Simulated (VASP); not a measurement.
# Li5Cl3 (Im-3m) in VASP: a series of runs

The runs below take Li5Cl3 through relaxation of cell and atoms, with PBE.

Everything below comes from runs of VASP 6.6.1. Logs are shortened: lines on timing, memory, paths and dates and some standing lists are left out, and cuts for length are marked.

## Step 1: The cell of the first run

The structure is cubic, space group Im-3m (No. 229). Conventional cell: a = 6.517 Å, b = 6.517 Å, c = 6.517 Å, α = 90.00°, β = 90.00°, γ = 90.00°. Li (site symmetry -3m) has 8 Li at 2.82 to 3.26 Å and 6 Cl at 2.82 Å within 3.7 Å. Within 3.7 Å of Li (site symmetry m-3m) lie 8 Li at 2.82 Å and 6 Cl at 3.26 Å. Within 3.7 Å of Cl (site symmetry 4/mmm) lie 10 Li at 2.82 to 3.26 Å and 4 Cl at 3.26 Å.

The cell was generated, and may not be a known phase.

## Step 2: Relaxation of cell and atoms, PBE

INCAR reads:

```
SYSTEM = Li5Cl3
PREC     = Accurate       ! precision mode
ENCUT    = 600            ! plane-wave cutoff, eV
EDIFF    = 1E-6           ! SCF threshold, eV
ISMEAR   = 0              ! smearing method
SIGMA    = 0.1            ! smearing width, eV
LREAL    = .FALSE.        ! projectors in reciprocal space
LASPH    = .TRUE.         ! aspherical terms in the spheres
NELM     = 100            ! most SCF steps
ALGO     = Normal         ! electronic algorithm
ISIF     = 3              ! what is computed and relaxed
LWAVE    = .FALSE.        ! write WAVECAR
LCHARG   = .FALSE.        ! write CHGCAR
GGA      = PE             ! functional
IBRION   = 2              ! ionic algorithm
NSW      = 90             ! ionic steps
EDIFFG   = -0.04          ! ionic threshold
```

KPOINTS reads:

```
Automatic mesh
0
G
  4 4 4
  0 0 0
```

POSCAR reads:

```
Li5Cl3
1.0
   -3.2586610500      3.2586610500      3.2586610500
    3.2586610500     -3.2586610500      3.2586610500
    3.2586610500      3.2586610500     -3.2586610500
Li Cl
5 3
Direct
    0.5000000000      0.5000000000      0.5000000000
    0.0000000000      0.0000000000      0.5000000000
    0.0000000000      0.5000000000      0.0000000000
    0.5000000000      0.0000000000      0.0000000000
    0.0000000000      0.0000000000      0.0000000000
    0.0000000000      0.5000000000      0.5000000000
    0.5000000000      0.0000000000      0.5000000000
    0.5000000000      0.5000000000      0.0000000000
```

Potentials or basis: VASP PAW PBE potentials, release 64 (Li_sv, Cl).

Launch:

```
cat potpaw_PBE.64/Li_sv/POTCAR potpaw_PBE.64/Cl/POTCAR > POTCAR
mpirun -np 1 vasp_std > vasp.out
```

OUTCAR:

```text
SYSTEM = Li5Cl3
   PREC = Accurate
   ENCUT = 600
   EDIFF = 1E-6
   ISMEAR = 0
   LREAL = .FALSE.
   LASPH = .TRUE.
   NELM = 100
   ISIF = 3
   GGA = PE
   IBRION = 2
   NSW = 90
   EDIFFG = -0.04

 ion  position               nearest neighbor table
   1  0.500  0.500  0.500-
   2  0.000  0.000  0.500-
   3  0.000  0.500  0.000-
   4  0.500  0.000  0.000-
   5  0.000  0.000  0.000-
   6  0.000  0.500  0.500-
   7  0.500  0.000  0.500-
   8  0.500  0.500  0.000-

  LATTYP: Found a body centered cubic cell.
 ALAT       =     6.5173221000

  Lattice vectors:

 A1 = (  -3.2586610500,   3.2586610500,   3.2586610500)
 A2 = (   3.2586610500,  -3.2586610500,   3.2586610500)
 A3 = (   3.2586610500,   3.2586610500,  -3.2586610500)

Analysis of symmetry for initial positions (statically):
=====================================================================
 Subroutine PRICEL returns:
 Original cell was already a primitive cell.

 Routine SETGRP: Setting up the symmetry group for a
 body centered cubic supercell.

 Subroutine GETGRP returns: Found 48 space group operations
 (whereof 48 operations were pure point group operations)
 out of a pool of 48 trial point group operations.

The static configuration has the point symmetry O_h .

Analysis of symmetry for dynamics (positions and initial velocities):
=====================================================================
 Subroutine PRICEL returns:
 Original cell was already a primitive cell.

 Routine SETGRP: Setting up the symmetry group for a
 body centered cubic supercell.

 Subroutine GETGRP returns: Found 48 space group operations
 (whereof 48 operations were pure point group operations)
 out of a pool of 48 trial point group operations.

The dynamic configuration has the point symmetry O_h .

 Subroutine INISYM returns: Found 48 space group operations
 (whereof 48 operations are pure point group operations),
 and found     1 'primitive' translations

----------------------------------------------------------------------------------------

                                     Primitive cell

  volume of cell :     138.4132

  direct lattice vectors                    reciprocal lattice vectors
    -3.258661050  3.258661050  3.258661050     0.000000000  0.153437253  0.153437253
     3.258661050 -3.258661050  3.258661050     0.153437253  0.000000000  0.153437253
     3.258661050  3.258661050 -3.258661050     0.153437253  0.153437253  0.000000000

  length of vectors
     5.644166503  5.644166503  5.644166503     0.216993044  0.216993044  0.216993044

  position of ions in fractional coordinates (direct lattice)
     0.500000000  0.500000000  0.500000000
     0.000000000  0.000000000  0.500000000
     0.000000000  0.500000000  0.000000000
     0.500000000  0.000000000  0.000000000
     0.000000000  0.000000000  0.000000000
     0.000000000  0.500000000  0.500000000
     0.500000000  0.000000000  0.500000000
     0.500000000  0.500000000  0.000000000

  ion indices of the primitive-cell ions
   primitive index   ion index
                 1           1
                 2           2
                 3           3
                 4           4
                 5           5
                 6           6
                 7           7
                 8           8

----------------------------------------------------------------------------------------

 KPOINTS: Automatic mesh

Automatic generation of k-mesh.
 Grid dimensions read from file:
 generate k-points for:    4    4    4

 Generating k-lattice:

  Cartesian coordinates                     Fractional coordinates (reciprocal lattice)
     0.000000000  0.038359313  0.038359313     0.250000000  0.000000000  0.000000000
     0.038359313  0.000000000  0.038359313     0.000000000  0.250000000  0.000000000
     0.038359313  0.038359313  0.000000000     0.000000000  0.000000000  0.250000000

  Length of vectors
     0.054248261  0.054248261  0.054248261

  Shift w.r.t. Gamma in fractional coordinates (k-lattice)
     0.000000000  0.000000000  0.000000000

 Subroutine IBZKPT returns following result:
 ===========================================

 Found      8 irreducible k-points:

 Following reciprocal coordinates:
            Coordinates               Weight
  0.000000  0.000000  0.000000      1.000000
  0.250000  0.000000  0.000000     12.000000
  0.500000  0.000000  0.000000      6.000000
  0.250000  0.250000  0.000000     24.000000
  0.250000  0.250000  0.250000      2.000000
 -0.250000  0.250000  0.250000      6.000000
  0.500000  0.500000  0.250000     12.000000
  0.500000  0.500000  0.500000      1.000000
   k-points           NKPTS =      8   k-points in BZ     NKDIM =      8   number of bands    NBANDS=     23
   number of dos      NEDOS =    301   number of ions     NIONS =      8
   total plane-waves  NPLWV = 110592
   dimension x,y,z NGX =    48 NGY =   48 NGZ =   48
   dimension x,y,z NGXF=    96 NGYF=   96 NGZF=   96
   ions per type =               5   3
   NGX,Y,Z   is equivalent  to a cutoff of  14.14, 14.14, 14.14 a.u.
   NGXF,Y,Z  is equivalent  to a cutoff of  28.28, 28.28, 28.28 a.u.
 SYSTEM =  Li5Cl3
   PREC   = accura    normal or accurate (medium, high low for compatibility)
   ISTART =      0    job   : 0-new  1-cont  2-samecut
   ICHARG =      2    charge: 1-file 2-atom 10-const
   ISPIN  =      1    spin polarized calculation?
   LNONCOLLINEAR =      F non collinear calculations
   LSORBIT =      F    spin-orbit coupling
   LASPH  =      T    aspherical Exc in radial PAW
   ENCUT  =  600.0 eV  44.10 Ry    6.64 a.u.  11.27 11.27 11.27*2*pi/ulx,y,z
   NELM   =    100;   NELMIN=  2; NELMDL= -5     # of ELM steps
   EDIFF  = 0.1E-05   stopping-criterion for ELM
   LREAL  =      F    real-space projection
   EDIFFG = -.4E-01   stopping-criterion for IOM
   NSW    =     90    number of steps for IOM
   IBRION =      2    ionic relax: 0-MD 1-quasi-New 2-CG
   NFREE  =      1    steps in history (QN), initial steepest desc. (CG)
   ISIF   =      3    stress and relaxation
   ISYM   =      2    0-nonsym 1-usesym 2-fastsym
   POTIM  = 0.5000    time-step for ionic-motion
   TEBEG  =    0.0;   TEEND  =   0.0 temperature during run
   PSTRESS=    0.0 pullay stress
   NELECT =      36.0000    total number of electrons
   NUPDOWN=      -1.0000    fix difference up-down
   EMIN   =  10.00;   EMAX   =-10.00  energy-range for DOS
   EFERMI =   0.00;   METHOD = LEGACY
   ISMEAR =     0;   SIGMA  =   0.10  broadening in eV -4-tet -1-fermi 0-gaus
   EFERMI_NEDOS =   21; number of points for ismear=-14 and -15
   IALGO  =     38    algorithm
   IMIX   =      4    mixing-type and parameters
     AMIX     =   0.40;   BMIX     =  1.00
     AMIX_MAG =   1.60;   BMIX_MAG =  1.00
  volume/ion in A,a.u.               =      17.30       116.76
  Fermi-wavevector in a.u.,A,eV,Ry     =   1.045000  1.974765 14.857915  1.092026
  Thomas-Fermi vector in A             =   2.179777
   LORBIT       =      0    0 simple, 1 ext, 2 COOP (PROOUT), +10 PAW based schemes
   GGA     = PE    functional components
   LHFCALC =     F    Hartree Fock is set to
   AEXX    =    0.0000 exact exchange contribution
   IVDW    =     0    specifies the selected vdW correction
   LEPSILON=     F    determine dielectric tensor
   LRPA    =     F    only Hartree local field effects (RPA)
 conjugate gradient relaxation of ions
 non-spin polarized calculation
 Gauss-broadening in eV      SIGMA  =   0.10
  energy-cutoff  :      600.00
  volume of cell :      138.41
 maximum number of plane-waves:      4664
 NGX is ok and might be reduce to    48
   NGX = 23   NGY = 23   NGZ = 23

--------------------------------------- Ionic step        1  -------------------------------------------

 number of electron      35.9999968 magnetization

 Free energy of the ion-electron system (eV)
  ---------------------------------------------------
  ext. energy  EPLUGINS =         0.00000000
  ---------------------------------------------------
  free energy    TOTEN  =       -22.18034458 eV

  energy without entropy =      -22.17315110  energy(sigma->0) =      -22.17674784

------------------------ aborting loop because EDIFF is reached ----------------------------------------

  FORCE on cell =-STRESS in cart. coord.  units (eV):
  Direction    XX          YY          ZZ          XY          YZ          ZX
  --------------------------------------------------------------------------------------
  -------------------------------------------------------------------------------------
  Total        1.9859880      1.9859880      1.9859880     -0.0000000     -0.0000000      0.0000000
  in kB       22.9884480     22.9884480     22.9884480     -0.0000000     -0.0000000      0.0000000
  external PRESSURE =      22.9884480 kB  Pullay stress =       0.0000000 kB
[... 69 lines left out ...]
  energy  without entropy=      -22.2307436829  energy(sigma->0) =      -22.23405710

--------------------------------------- Ionic step        3  -------------------------------------------

 number of electron      36.0000040 magnetization

 Free energy of the ion-electron system (eV)
  ---------------------------------------------------
  ext. energy  EPLUGINS =         0.00000000
  ---------------------------------------------------
  free energy    TOTEN  =       -22.27203662 eV

  energy without entropy =      -22.26471734  energy(sigma->0) =      -22.26837698

 E-fermi :   3.9398     XC(G=0):  -8.0241

 val. band max:        3.6122924642   @ k =   0.5000   0.0000   0.0000
 cond. band min:       3.9913469128   @ k =   0.2500   0.2500   0.2500
 fundamental gap:      0.3790544486
 Fermi energy:         3.9397805376

 k-point     1 :       0.0000    0.0000    0.0000
  band No.  band energies     occupation
      1     -44.7860      2.00000
      2     -44.7821      2.00000
      3     -44.7821      2.00000
      4     -44.7821      2.00000
      5     -43.6859      2.00000
      6     -13.5305      2.00000
[... 232 lines left out ...]
  FREE ENERGIE OF THE ION-ELECTRON SYSTEM (eV)
  ---------------------------------------------------
  free  energy   TOTEN  =       -22.2720366168 eV

  energy  without entropy=      -22.2647173396  energy(sigma->0) =      -22.26837698

 reached required accuracy - stopping structural energy minimisation
```

It took 51 s on 1 thread of AMD EPYC 9R45 (Zen 5), shared host; peak memory 0.3 GiB.

What came out:

- Free energy: -22.2720 eV
- Relaxed volume: 19.21 Å³/atom
- Relaxed cell: a = 5.845 Å, b = 5.845 Å, c = 5.845 Å, α = 109.47°, β = 109.47°, γ = 109.47°
- Space group after relaxing (to 0.1 Å): Im-3m (No. 229)
- Energy gained by relaxing: 11.5 meV/atom
- Ionic steps: 3
- Pressure after relaxing: -0.2 GPa
- Band gap on the k mesh: zero (filled and empty bands touch)

Step by step:
| step | energy change (eV) | largest force (eV/Å) | pressure (GPa) | volume (Å³) |
| --- | --- | --- | --- | --- |
| 1 | 0.0000 | 0.0000 | 2.30 | 138.41 |
| 2 | -0.0570 | 0.0000 | 1.35 | 143.45 |
| 3 | -0.0917 | 0.0000 | -0.19 | 153.71 |

Final structure:
```yaml
crystal:
  lattice:
    - [-3.37453, 3.37453, 3.37453]
    - [3.37453, -3.37453, 3.37453]
    - [3.37453, 3.37453, -3.37453]
  atoms:
    - { symbol: Li, position: [0.50000, 0.50000, 0.50000] }
    - { symbol: Li, position: [0.00000, 0.00000, 0.50000] }
    - { symbol: Li, position: [0.00000, 0.50000, 0.00000] }
    - { symbol: Li, position: [0.50000, 0.00000, 0.00000] }
    - { symbol: Li, position: [0.00000, 0.00000, 0.00000] }
    - { symbol: Cl, position: [0.00000, 0.50000, 0.50000] }
    - { symbol: Cl, position: [0.50000, 0.00000, 0.50000] }
    - { symbol: Cl, position: [0.50000, 0.50000, 0.00000] }
```

Caveat: the cutoff is under 1.25 times the usual one of these potentials, so pressure, stress and relaxed cells hold a basis-set (Pulay) error.

## Step 3: Relaxation of cell and atoms, PBE

This run uses another cell than the first one, of 19.20 Å³/atom.

INCAR reads:

```
PREC     = Accurate       # precision mode
ENCUT    = 600            # plane-wave cutoff, eV
EDIFF    = 1E-6           # SCF threshold, eV
ISMEAR   = 0              # smearing method
SIGMA    = 0.1            # smearing width, eV
LREAL    = False          # projectors in reciprocal space
LASPH    = True           # aspherical terms in the spheres
NELM     = 60             # most SCF steps
ALGO     = Normal         # electronic algorithm
ISIF     = 3              # what is computed and relaxed
LWAVE    = False          # write WAVECAR
LCHARG   = False          # write CHGCAR
GGA      = PE             # functional
IBRION   = 2              # ionic algorithm
NSW      = 100            # ionic steps
EDIFFG   = -0.01          # ionic threshold
```

KPOINTS reads:

```
Automatic mesh
0
Gamma
  8 8 8
```

POSCAR: that of step 2 with these lines changed.

```diff
@@ -2,5 +2,5 @@
 1.0
-   -3.2586610500      3.2586610500      3.2586610500
-    3.2586610500     -3.2586610500      3.2586610500
-    3.2586610500      3.2586610500     -3.2586610500
+   -3.3734515041      3.3734515041      3.3734515041
+    3.3734515041     -3.3734515041      3.3734515041
+    3.3734515041      3.3734515041     -3.3734515041
 Li Cl
```

Potentials or basis: VASP PAW PBE potentials, release 64 (Li_sv, Cl).

Launch:

```
cat potpaw_PBE.64/Li_sv/POTCAR potpaw_PBE.64/Cl/POTCAR > POTCAR
mpirun -np 1 vasp_std > vasp.out
```

OUTCAR:

```text
PREC = Accurate
   ENCUT = 600
   EDIFF = 1E-6
   ISMEAR = 0
   LREAL = False
   LASPH = True
   NELM = 60
   ISIF = 3
   GGA = PE
   IBRION = 2
   NSW = 100
   EDIFFG = -0.01

 ion  position               nearest neighbor table
   1  0.500  0.500  0.500-
   2  0.000  0.000  0.500-
   3  0.000  0.500  0.000-
   4  0.500  0.000  0.000-
   5  0.000  0.000  0.000-
   6  0.000  0.500  0.500-
   7  0.500  0.000  0.500-
   8  0.500  0.500  0.000-

  LATTYP: Found a body centered cubic cell.
 ALAT       =     6.7469030082

  Lattice vectors:

 A1 = (  -3.3734515041,   3.3734515041,   3.3734515041)
[... 277 lines left out ...]
  ---------------------------------------------------
  ext. energy  EPLUGINS =         0.00000000
  ---------------------------------------------------
  free energy    TOTEN  =       -22.30362008 eV

  energy without entropy =      -22.30202098  energy(sigma->0) =      -22.30282053

 E-fermi :   3.9947     XC(G=0):  -8.0749

 val. band max:        3.8439672501   @ k =   0.3750   0.1250   0.1250
 cond. band min:       4.0853428224   @ k =   0.2500   0.2500   0.2500
 fundamental gap:      0.2413755723
 Fermi energy:         3.9946698975

 k-point     1 :       0.0000    0.0000    0.0000
  band No.  band energies     occupation
      1     -44.6740      2.00000
      2     -44.6699      2.00000
      3     -44.6699      2.00000
      4     -44.6699      2.00000
      5     -43.5829      2.00000
      6     -13.5008      2.00000
[... 613 lines left out ...]
     22       5.8874      0.00000
     23       6.9702      0.00000

 [... further k-points ...]

------------------------ aborting loop because EDIFF is reached ----------------------------------------

  FORCE on cell =-STRESS in cart. coord.  units (eV):
  Direction    XX          YY          ZZ          XY          YZ          ZX
  --------------------------------------------------------------------------------------
  -------------------------------------------------------------------------------------
  Total       -0.0087399     -0.0087399     -0.0087399     -0.0000000     -0.0000000      0.0000000
  in kB       -0.0923599     -0.0923599     -0.0923599     -0.0000000     -0.0000000      0.0000000
  external PRESSURE =      -0.0923599 kB  Pullay stress =       0.0000000 kB
[... 23 lines left out ...]
  FREE ENERGIE OF THE ION-ELECTRON SYSTEM (eV)
  ---------------------------------------------------
  free  energy   TOTEN  =       -22.3036200807 eV

  energy  without entropy=      -22.3020209775  energy(sigma->0) =      -22.30282053

 reached required accuracy - stopping structural energy minimisation
```

Run time: 2.5 min. Hardware: 1 thread of AMD EPYC 9R45 (Zen 5), shared host; peak memory 0.35 GiB.

Results:

* Free energy: -22.3036 eV
* Relaxed volume: 18.95 Å³/atom
* Relaxed cell: a = 5.818 Å, b = 5.818 Å, c = 5.818 Å, α = 109.47°, β = 109.47°, γ = 109.47°
* Space group after relaxing (to 0.1 Å): Im-3m (No. 229)
* Energy gained by relaxing: 0.2 meV/atom
* Ionic steps: 3
* Pressure after relaxing: 0.0 GPa
* Band gap on the k mesh: zero (filled and empty bands touch)

The path:
| step | energy change (eV) | largest force (eV/Å) | pressure (GPa) | volume (Å³) |
| --- | --- | --- | --- | --- |
| 1 | 0.0000 | 0.0000 | -0.27 | 153.56 |
| 2 | -0.0010 | 0.0000 | -0.17 | 152.85 |
| 3 | -0.0017 | 0.0000 | -0.01 | 151.61 |

Final structure:
```
Li Cl
1.0
    -3.35911    3.35911    3.35911
     3.35911   -3.35911    3.35911
     3.35911    3.35911   -3.35911
Li Cl
5 3
Direct
  0.50000 0.50000 0.50000
  0.00000 0.00000 0.50000
  0.00000 0.50000 0.00000
  0.50000 0.00000 0.00000
  0.00000 0.00000 0.00000
  0.00000 0.50000 0.50000
  0.50000 0.00000 0.50000
  0.50000 0.50000 0.00000
```

Levels at points of the mesh, in eV from the Fermi level:
| k point | band 14 | band 15 | band 16 | band 17 | band 18 | band 19 | band 20 | band 21 | band 22 | band 23 |
| --- | --- | --- | --- | --- | --- | --- | --- | --- | --- | --- |
| (0.00, 0.00, 0.00) | -5.91 | -4.14 | -4.14 | -4.14 | -1.97 | 1.67 | 1.67 | 1.67 | 1.80 | 1.80 |
| (0.50, 0.00, 0.00) | -5.59 | -5.58 | -5.16 | -4.12 | -0.27 | 0.19 | 0.21 | 1.15 | 3.17 | 3.27 |
| (0.50, 0.50, 0.50) | -5.48 | -4.08 | -4.08 | -4.08 | -1.80 | 1.72 | 1.72 | 1.72 | 2.03 | 2.03 |

Caveat: the cutoff is under 1.25 times the usual one of these potentials, so pressure, stress and relaxed cells hold a basis-set (Pulay) error.

The gap in the log of VASP goes by the Fermi energy; the results here count the filled bands.